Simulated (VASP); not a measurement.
Write the native input for VASP 6.6.1 that does the following.

| Item | Value |
| --- | --- |
| Task | single point |
| Functional | PBE |
| Potentials or basis | VASP PAW PBE potentials, release 64 (Tl_d, Pt) |
| Cutoff | 520 eV |
| k mesh | 6 × 6 × 10 |
| Occupations | gaussian, width 0.1 eV |
| Spin | no spin polarisation |
| Dipole correction | no |
| Further INCAR settings | ALGO = Fast; EDIFF = 1e-07; NBANDS = 44 |

The structure of TlPt lies in POSCAR:

```
TlPt
1.0
    6.5706725781      0.0000000000      0.0000000000
   -3.2853362890      5.6903693725      0.0000000000
    0.0000000000      0.0000000000      4.0205395782
Tl Pt
3 3
Direct
    0.5000000000      0.0000000000      0.0000000000
    0.5000000000      0.5000000000      0.0000000000
    0.0000000000      0.5000000000      0.0000000000
    0.0000000000      0.0000000000      0.0000000000
    0.3333333333      0.6666666667      0.5000000000
    0.6666666667      0.3333333333      0.5000000000
```

This cell differs from its parent crystal: uniaxial strain along c: +1.0 %.

One way to write it, as run:

INCAR

```
SYSTEM = TlPt
PREC = Accurate ; ENCUT = 520
EDIFF = 1E-7 ; ISMEAR = 0
SIGMA = 0.1 ; LREAL = .FALSE.
LASPH = .TRUE. ; NELM = 100
ALGO = Fast ; ISIF = 2
LWAVE = .FALSE. ; LCHARG = .TRUE.
GGA = PE ; LELF = .TRUE.
LVHAR = .TRUE. ; NBANDS = 44
```

KPOINTS

```
regular mesh
0
G
  6 6 10
  0 0 0
```

Potentials or basis: VASP PAW PBE potentials, release 64 (Tl_d, Pt).

Launch:

```bash
$ cat potpaw_PBE.64/Tl_d/POTCAR potpaw_PBE.64/Pt/POTCAR > POTCAR
$ mpirun -np 1 vasp_std > vasp.out
```

Results of the run:

```
Pressure               : -0.6 GPa
Band gap on the k mesh : zero (an odd number of electrons rules out a gap without spin polarisation)
```

Caveat: the cell differs from its parent crystal (uniaxial strain along c: +1.0 %); spin-orbit coupling is left out, which moves the levels of the heavy elements.

Wall time 3 min on 1 thread of Intel(R) Xeon(R) 6975P-C (Granite Rapids), on a shared host, peak memory 0.41 GiB.
